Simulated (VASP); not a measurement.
Here is a VASP 6.6.1 calculation.

INCAR

```
ALGO = Normal
EDIFF = 1E-6
ENCUT = 520
GGA = PS
ISIF = 2
ISMEAR = -1
LASPH = T
LCHARG = F
LREAL = F
LWAVE = F
NBANDS = 18
NELM = 100
PREC = Accurate
SIGMA = 0.15
```

The input KPOINTS:

```
k-points
0
Gamma
  12 12 12
```

Contents of POSCAR:

```
BiTe
1.0
    0.0000000000      3.2005777685      3.2005777685
    3.2005777685      0.0000000000      3.2005777685
    3.2005777685      3.2005777685      0.0000000000
Bi Te
1 1
Direct
    0.0000000000      0.0000000000      0.0000000000
    0.5000000000      0.5000000000      0.5000000000
```

Potentials or basis: VASP PAW PBE potentials, release 64 (Bi_d, Te).

The run is started by

```console
$ cat potpaw_PBE.64/Bi_d/POTCAR potpaw_PBE.64/Te/POTCAR > POTCAR
$ mpirun -np 1 vasp_std > vasp.out
```

**Question.** Predict the pressure.

**Answer.** 0.0 GPa.

**Question.** What does it give for the band gap on the k mesh?

**Answer.** Zero (an odd number of electrons rules out a gap without spin polarisation).

Caveat: the PAW data sets were made with another functional, which shifts forces and pressure a little; spin-orbit coupling is left out, which moves the levels of the heavy elements.
